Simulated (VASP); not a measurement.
# Zr (P6_3/mmc) in VASP: notebook

Zr is run at these levels: PBE; tasks: single point.

Program: VASP 6.6.1. These are calculated values, not measurements. Logs are shortened: lines on timing, memory, paths and dates and some standing lists are left out, and cuts for length are marked.

**1. The cell of the first run**

The structure is hexagonal, space group P6_3/mmc (No. 194). The conventional cell has a = 3.086 Å, b = 3.086 Å, c = 9.999 Å, α = 90.00°, β = 90.00°, γ = 120.00°. Within 4.0 Å of Zr (site symmetry -3m) lie 12 Zr at 3.07 to 3.09 Å. Within 4.0 Å of Zr (site symmetry -6m2) lie 12 Zr at 3.07 to 3.09 Å.

**2. Single point, PBE (20.61 Å³/atom)**

INCAR

```
PREC     = Accurate       # precision mode
ENCUT    = 520            # plane-wave cutoff, eV
EDIFF    = 1E-6           # SCF threshold, eV
ISMEAR   = -1             # smearing method
SIGMA    = 0.1            # smearing width, eV
LREAL    = False          # projectors in reciprocal space
LASPH    = True           # aspherical terms in the spheres
NELM     = 80             # most SCF steps
ALGO     = Normal         # electronic algorithm
ISIF     = 2              # what is computed and relaxed
LWAVE    = False          # write WAVECAR
LCHARG   = False          # write CHGCAR
GGA      = PE             # functional
NBANDS   = 32             # bands
```

KPOINTS

```
Automatic mesh
0
Gamma
  13 13 4
```

POSCAR

```
Zr
1.0
    3.0857446755      0.0000000000      0.0000000000
   -1.5428723378      2.6723332786      0.0000000000
    0.0000000000      0.0000000000      9.9986938858
Zr
4
Direct
    0.0000000000      1.0000000000      0.0000000000
    0.0000000000      1.0000000000      0.5000000000
    0.3333333333      0.6666666667      0.2500000000
    0.6666666667      0.3333333333      0.7500000000
```

Potentials or basis: VASP PAW PBE potentials, release 64 (Zr_sv).

Launch:

```
$ cat potpaw_PBE.64/Zr_sv/POTCAR > POTCAR
$ mpirun -np 1 vasp_std > vasp.out
```

OUTCAR:

```text
PREC = Accurate
   ENCUT = 520
   EDIFF = 1E-6
   ISMEAR = -1
   LREAL = False
   LASPH = True
   NELM = 80
   ISIF = 2
   GGA = PE

 ion  position               nearest neighbor table
   1  0.000  0.000  0.000-   3 3.07   4 3.07   4 3.07   3 3.07   4 3.07   3 3.07
   2  0.000  0.000  0.500-   3 3.07   4 3.07   4 3.07   3 3.07   4 3.07   3 3.07
   3  0.333  0.667  0.250-   1 3.07   2 3.07   1 3.07   2 3.07   1 3.07   2 3.07
   4  0.667  0.333  0.750-   1 3.07   2 3.07   1 3.07   2 3.07   1 3.07   2 3.07

  LATTYP: Found a hexagonal cell.
 ALAT       =     3.0857446755
 C/A-ratio  =     3.2402855509

  Lattice vectors:

 A1 = (   3.0857446755,   0.0000000000,   0.0000000000)
 A2 = (  -1.5428723378,   2.6723332786,   0.0000000000)
 A3 = (   0.0000000000,   0.0000000000,   9.9986938858)

Analysis of symmetry for initial positions (statically):
=====================================================================
 Subroutine PRICEL returns:
 Original cell was already a primitive cell.

 Routine SETGRP: Setting up the symmetry group for a
 hexagonal supercell.

 Subroutine GETGRP returns: Found 24 space group operations
 (whereof 12 operations were pure point group operations)
 out of a pool of 24 trial point group operations.

The static configuration has the point symmetry D_3d.
 The point group associated with its full space group is D_6h.

Analysis of symmetry for dynamics (positions and initial velocities):
=====================================================================
 Subroutine PRICEL returns:
 Original cell was already a primitive cell.

 Routine SETGRP: Setting up the symmetry group for a
 hexagonal supercell.

 Subroutine GETGRP returns: Found 24 space group operations
 (whereof 12 operations were pure point group operations)
 out of a pool of 24 trial point group operations.

The dynamic configuration has the point symmetry D_3d.
 The point group associated with its full space group is D_6h.

 Subroutine INISYM returns: Found 24 space group operations
 (whereof 12 operations are pure point group operations),
 and found     1 'primitive' translations

----------------------------------------------------------------------------------------

                                     Primitive cell

  volume of cell :      82.4506

  direct lattice vectors                    reciprocal lattice vectors
     3.085744675  0.000000000  0.000000000     0.324070882  0.187102411  0.000000000
    -1.542872338  2.672333279  0.000000000     0.000000000  0.374204822  0.000000000
[... 84 lines left out ...]
   LNONCOLLINEAR =      F non collinear calculations
   LSORBIT =      F    spin-orbit coupling
   LASPH  =      T    aspherical Exc in radial PAW
   ENCUT  =  520.0 eV  38.22 Ry    6.18 a.u.   5.74  5.74 18.59*2*pi/ulx,y,z
   NELM   =     80;   NELMIN=  2; NELMDL= -5     # of ELM steps
   EDIFF  = 0.1E-05   stopping-criterion for ELM
   LREAL  =      F    real-space projection
   EDIFFG = 0.1E-04   stopping-criterion for IOM
   NSW    =      0    number of steps for IOM
   IBRION =     -1    ionic relax: 0-MD 1-quasi-New 2-CG
   NFREE  =      0    steps in history (QN), initial steepest desc. (CG)
   ISIF   =      2    stress and relaxation
   ISYM   =      2    0-nonsym 1-usesym 2-fastsym
   POTIM  = 0.5000    time-step for ionic-motion
   TEBEG  =    0.0;   TEEND  =   0.0 temperature during run
   PSTRESS=    0.0 pullay stress
   NELECT =      48.0000    total number of electrons
   NUPDOWN=      -1.0000    fix difference up-down
   EMIN   =  10.00;   EMAX   =-10.00  energy-range for DOS
   EFERMI =   0.00;   METHOD = LEGACY
   ISMEAR =    -1;   SIGMA  =   0.10  broadening in eV -4-tet -1-fermi 0-gaus
   EFERMI_NEDOS =   21; number of points for ismear=-14 and -15
   IALGO  =     38    algorithm
   IMIX   =      4    mixing-type and parameters
     AMIX     =   0.40;   BMIX     =  1.00
     AMIX_MAG =   1.60;   BMIX_MAG =  1.00
  volume/ion in A,a.u.               =      20.61       139.10
  Fermi-wavevector in a.u.,A,eV,Ry     =   1.366965  2.583189 25.423742  1.868592
  Thomas-Fermi vector in A             =   2.493059
   LORBIT       =      0    0 simple, 1 ext, 2 COOP (PROOUT), +10 PAW based schemes
   GGA     = PE    functional components
   LHFCALC =     F    Hartree Fock is set to
   AEXX    =    0.0000 exact exchange contribution
   IVDW    =     0    specifies the selected vdW correction
   LEPSILON=     F    determine dielectric tensor
   LRPA    =     F    only Hartree local field effects (RPA)
 non-spin polarized calculation
  energy-cutoff  :      520.00
  volume of cell :       82.45
 maximum number of plane-waves:      2240
 NGX is ok and might be reduce to    24
   NGX = 11   NGY = 11   NGZ = 37

 number of electron      48.0000001 magnetization

 Free energy of the ion-electron system (eV)
  ---------------------------------------------------
  ext. energy  EPLUGINS =         0.00000000
  ---------------------------------------------------
  free energy    TOTEN  =       -33.53317320 eV

  energy without entropy =      -33.34902209  energy(sigma->0) =      -33.44109764

 E-fermi :  10.3360     XC(G=0): -11.6474

 val. band max:       10.3291856094   @ k =   0.3846   0.0769   0.2500
 cond. band min:      10.3392375986   @ k =   0.4615   0.0769   0.5000
 fundamental gap:      0.0100519892
 Fermi energy:        10.3359915154

 k-point     1 :       0.0000    0.0000    0.0000
  band No.  band energies     occupation
      1     -38.2011      2.00000
      2     -38.1073      2.00000
      3     -38.0537      2.00000
      4     -37.9567      2.00000
      5     -16.9307      2.00000
      6     -16.2578      2.00000
[... 829 lines left out ...]
     31      12.0977      0.00000
     32      12.3049      0.00000

 [... further k-points ...]
[... 5 lines left out ...]
  --------------------------------------------------------------------------------------
  -------------------------------------------------------------------------------------
  Total        7.1169352      7.1169352      7.7518657     -0.0000000      0.0000000      0.0000000
  in kB      138.2960304    138.2960304    150.6339759     -0.0000000      0.0000000      0.0000000
  external PRESSURE =     142.4086789 kB  Pullay stress =       0.0000000 kB

 VOLUME and BASIS-vectors are now :
 -----------------------------------------------------------------------------
  energy-cutoff  :      520.00
  volume of cell :       82.45
      direct lattice vectors                 reciprocal lattice vectors
     3.085744675  0.000000000  0.000000000     0.324070882  0.187102411  0.000000000
    -1.542872338  2.672333279  0.000000000     0.000000000  0.374204822  0.000000000
     0.000000000  0.000000000  9.998693886     0.000000000  0.000000000  0.100013063

 POSITION                                       TOTAL-FORCE (eV/Angst)
 -----------------------------------------------------------------------------------
      0.00000      0.00000      0.00000         0.000000      0.000000     -0.000000
      0.00000      0.00000      4.99935         0.000000      0.000000     -0.000000
     -0.00000      1.78156      2.49967        -0.000000     -0.000000     -0.000000
      1.54287      0.89078      7.49902        -0.000000      0.000000      0.000000
 -----------------------------------------------------------------------------------
    total drift:                               -0.000000      0.000000     -0.000000

  FREE ENERGIE OF THE ION-ELECTRON SYSTEM (eV)
  ---------------------------------------------------
  free  energy   TOTEN  =       -33.5331731987 eV

  energy  without entropy=      -33.3490220867  energy(sigma->0) =      -33.44109764
```

Run time: 83 s. Hardware: 1 thread of AMD EPYC 9R45 (Zen 5), shared host; peak memory 0.24 GiB.

Results:

```yaml
Free_energy: -33.5332 eV
Pressure: 14.2 GPa
Band_gap_on_the_k_mesh: zero (bands 24 and 25 overlap by 1.37 eV)
```

Caveat: the cell stands under pressure.

**3. Single point, PBE (21.55 Å³/atom)**

This run uses another cell than the first one, of 21.55 Å³/atom.

INCAR

```
PREC = Accurate ; ENCUT = 520
EDIFF = 1E-6 ; ISMEAR = -1
SIGMA = 0.1 ; LREAL = False
LASPH = True ; NELM = 60
ALGO = Normal ; ISIF = 2
LWAVE = False ; LCHARG = False
GGA = PE ; NBANDS = 32
```

KPOINTS is that of step 2.

POSCAR

```
Zr
1.0
    3.1318073572      0.0000000000      0.0000000000
   -1.5659036786      2.7122247311      0.0000000000
    0.0000000000      0.0000000000     10.1479501278
Zr
4
Direct
    0.0000000000      1.0000000000      0.0000000000
    0.0000000000      1.0000000000      0.5000000000
    0.3333333333      0.6666666667      0.2500000000
    0.6666666667      0.3333333333      0.7500000000
```

Potentials or basis: VASP PAW PBE potentials, release 64 (Zr_sv).

Launch:

```
$ cat potpaw_PBE.64/Zr_sv/POTCAR > POTCAR
$ mpirun -np 1 vasp_std > vasp.out
```

OUTCAR:

```text
PREC = Accurate
   ENCUT = 520
   EDIFF = 1E-6
   ISMEAR = -1
   LREAL = False
   LASPH = True
   NELM = 60
   ISIF = 2
   GGA = PE

 ion  position               nearest neighbor table
   1  0.000  0.000  0.000-   3 3.12   4 3.12   4 3.12   3 3.12   4 3.12   3 3.12
   2  0.000  0.000  0.500-   3 3.12   4 3.12   4 3.12   3 3.12   4 3.12   3 3.12
   3  0.333  0.667  0.250-   1 3.12   2 3.12   1 3.12   2 3.12   1 3.12   2 3.12
   4  0.667  0.333  0.750-   1 3.12   2 3.12   1 3.12   2 3.12   1 3.12   2 3.12

  LATTYP: Found a hexagonal cell.
 ALAT       =     3.1318073572
[... 1035 lines left out ...]
 [... further k-points ...]
[... 5 lines left out ...]
  --------------------------------------------------------------------------------------
  -------------------------------------------------------------------------------------
  Total        4.5529549      4.5529549      4.9028069      0.0000000      0.0000000      0.0000000
  in kB       84.6262110     84.6262110     91.1289435      0.0000000      0.0000000      0.0000000
  external PRESSURE =      86.7937885 kB  Pullay stress =       0.0000000 kB

 VOLUME and BASIS-vectors are now :
 -----------------------------------------------------------------------------
  energy-cutoff  :      520.00
  volume of cell :       86.20
      direct lattice vectors                 reciprocal lattice vectors
     3.131807357  0.000000000  0.000000000     0.319304442  0.184350505  0.000000000
    -1.565903679  2.712224731  0.000000000     0.000000000  0.368701011  0.000000000
     0.000000000  0.000000000 10.147950128     0.000000000  0.000000000  0.098542069

 POSITION                                       TOTAL-FORCE (eV/Angst)
 -----------------------------------------------------------------------------------
      0.00000      0.00000      0.00000         0.000000     -0.000000      0.000000
      0.00000      0.00000      5.07398        -0.000000     -0.000000      0.000000
     -0.00000      1.80815      2.53699        -0.000000      0.000000      0.000000
      1.56590      0.90407      7.61096         0.000000     -0.000000     -0.000000
 -----------------------------------------------------------------------------------
    total drift:                               -0.000000      0.000000     -0.000000

  FREE ENERGIE OF THE ION-ELECTRON SYSTEM (eV)
  ---------------------------------------------------
  free  energy   TOTEN  =       -33.8012866983 eV

  energy  without entropy=      -33.6070710356  energy(sigma->0) =      -33.70417887
```

OSZICAR:

```text
N       E                     dE             d eps       ncg     rms          rms(c)
DAV:   1     0.498740910644E+03    0.49874E+03   -0.25768E+04  4032   0.152E+03
DAV:   2     0.531524444513E+01   -0.49343E+03   -0.47779E+03  4576   0.448E+02
DAV:   3    -0.328148624720E+02   -0.38130E+02   -0.36515E+02  6800   0.878E+01
DAV:   4    -0.349047749575E+02   -0.20899E+01   -0.20808E+01  5752   0.198E+01
DAV:   5    -0.349731852294E+02   -0.68410E-01   -0.68399E-01  5920   0.321E+00    0.233E+01
DAV:   6    -0.339611203184E+02    0.10121E+01   -0.16312E+00  4328   0.843E+00    0.966E+00
DAV:   7    -0.337996397793E+02    0.16148E+00   -0.11911E+00  5560   0.641E+00    0.167E+00
DAV:   8    -0.337954686516E+02    0.41711E-02   -0.14230E-01  5424   0.248E+00    0.136E+00
DAV:   9    -0.338018537096E+02   -0.63851E-02   -0.53118E-02  5088   0.195E+00    0.174E-01
DAV:  10    -0.338013113571E+02    0.54235E-03   -0.40479E-03  5296   0.511E-01    0.344E-02
DAV:  11    -0.338012910057E+02    0.20351E-04   -0.22577E-04  5336   0.884E-02    0.208E-02
DAV:  12    -0.338012853231E+02    0.56826E-05   -0.17327E-05  5400   0.307E-02    0.810E-03
DAV:  13    -0.338012867039E+02   -0.13807E-05   -0.15302E-06  3312   0.107E-02    0.198E-03
DAV:  14    -0.338012866983E+02    0.55570E-08   -0.38705E-07  2848   0.522E-03
   1 F= -.33801287E+02 E0= -.33704179E+02  d E =-.194216E+00
```

It took 84 s on 1 thread of AMD EPYC 9R45 (Zen 5), shared host; peak memory 0.24 GiB.

Results:

```
Free energy            : -33.8013 eV
Pressure               : 8.7 GPa
Band gap on the k mesh : zero (bands 24 and 25 overlap by 1.36 eV)
```

Stress tensor (GPa, compression positive):
```
8.46 0.00 0.00
0.00 8.46 0.00
0.00 0.00 9.11
```

Levels at points of the mesh, in eV from the Fermi level:
| k point | band 20 | band 21 | band 22 | band 23 | band 24 | band 25 | band 26 | band 27 | band 28 | band 29 |
| --- | --- | --- | --- | --- | --- | --- | --- | --- | --- | --- |
| (0.00, 0.00, 0.00) | -3.16 | 0.00 | 0.05 | 0.75 | 0.75 | 0.88 | 0.88 | 1.01 | 1.29 | 1.29 |
| (0.00, 0.00, 0.50) | -3.21 | 0.59 | 0.59 | 0.61 | 0.61 | 0.93 | 0.93 | 0.93 | 0.93 | 1.20 |

Caveat: the cell stands under pressure.
